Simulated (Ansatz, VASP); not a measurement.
## GaN in VASP and in Ansatz

Contents of INCAR:

```
SYSTEM = GaN
PREC = Accurate ; ENCUT = 520
EDIFF = 1E-7 ; ISMEAR = -1
SIGMA = 0.05 ; LREAL = .False.
LASPH = .True. ; NELM = 150
ALGO = Normal ; ISIF = 2
LWAVE = .False. ; LCHARG = .False.
LNONCOLLINEAR = .True. ; MAGMOM = 0 0 0 0 0 0
LORBIT = 11 ; LSORBIT = .True.
GGA_COMPAT = .False. ; LORBMOM = .True.
GGA = PE ; NBANDS = 30
```

Contents of KPOINTS:

```
Automatic mesh
0
Gamma
  10 10 10
  0 0 0
```

The input POSCAR:

```
GaN
1.0
    0.0000000000      2.2535006075      2.2535006075
    2.2535006075      0.0000000000      2.2535006075
    2.2535006075      2.2535006075      0.0000000000
Ga N
1 1
Direct
    0.0000000000      0.0000000000      0.0000000000
    0.2500000000      0.2500000000      0.2500000000
```

Contents of input.yaml:

```yaml
crystal:
  lattice:
    - [0.0, 2.2535006075, 2.2535006075]
    - [2.2535006075, 0.0, 2.2535006075]
    - [2.2535006075, 2.2535006075, 0.0]
  atoms:
    - { symbol: Ga, position: [0.0, 0.0, 0.0] }
    - { symbol: "N", position: [0.25, 0.25, 0.25] }
hamiltonian:
  xc: pbe
  pseudopotentials: { kind: paw_fr }
magnetization:
  noncollinear: true
  spin_orbit: true
kpoints:
  mp_grid: { grid: [10, 10, 10] }
  band_path:
    path:
      - [[0.0, 0.0, 0.0], [0.5, 0.0, 0.5], [0.5, 0.25, 0.75], [0.375, 0.375, 0.75], [0.0, 0.0, 0.0], [0.5, 0.5, 0.5], [0.625, 0.25, 0.625], [0.5, 0.25, 0.75], [0.5, 0.5, 0.5], [0.375, 0.375, 0.75]]
      - [[0.625, 0.25, 0.625], [0.5, 0.0, 0.5]]
    npoints: 14
scf:
  occupations: { method: fermi_dirac, width: 0.05 }
  n_extra_bands: 6
output:
  forces: true
  stress: true
  eigenvalues: true
  fatbands: false
  write_density: true
  write_potential: true
  elf: true
  volumetric_format: npy
```

Alike in both runs: functional PBE; k mesh 10 × 10 × 10; occupations fermi-dirac, width 0.05 eV; non-collinear spin, spin-orbit coupling.

```csv
,VASP,Ansatz
version,VASP 6.6.1,Ansatz 0.2.0
potentials or method,"VASP PAW PBE potentials, release 64 (Ga_d, N)",Ansatz PAW
plane-wave cutoff (eV),520,420
valence electrons in the cell,18,18
task,single point,band structure
```

```tsv
	VASP	Ansatz	Ansatz less VASP
pressure (GPa)	5.0	5.0	-0.03
net moment per atom (μB)	0.00	0.00	0.000
```
